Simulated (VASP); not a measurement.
Si8HO16 (a cell with a defect), 25 atoms in the cell. The cell holds a defect, 25 atoms: a = 5.908 Å, b = 5.908 Å, c = 5.330 Å, α = 90.00°, β = 90.00°, γ = 90.00°. 

```yaml
Program: VASP 6.6.1
Task: single point
Functional: PBE
Potentials_or_basis: VASP PAW PBE potentials, release 64 (Si, O, H)
Cutoff: 520 eV
k_mesh: 2 × 2 × 2
Occupations: fermi-dirac, width 0.05 eV
Spin: no spin polarisation
Dipole_correction: no
Charge: 1
Further_INCAR_settings: LREAL = Auto; ALGO = Normal; EDIFF = 1e-06; NBANDS = 82; NELECT = 128.0
```

Potentials or basis: VASP PAW PBE potentials, release 64 (Si, O, H).

Run with:

```sh
$ cat potpaw_PBE.64/Si/POTCAR potpaw_PBE.64/O/POTCAR potpaw_PBE.64/H/POTCAR > POTCAR
$ mpirun -np 1 vasp_std > vasp.out
```

Hardware: 1 thread of Intel(R) Xeon(R) 6975P-C (Granite Rapids) (shared host).

Task: How long does it take, and how much memory?

Result: Wall time 110 s on 1 thread of Intel(R) Xeon(R) 6975P-C (Granite Rapids), with other jobs on the host, peak memory 0.31 GiB. Counts: scf iterations 14, k points 8.
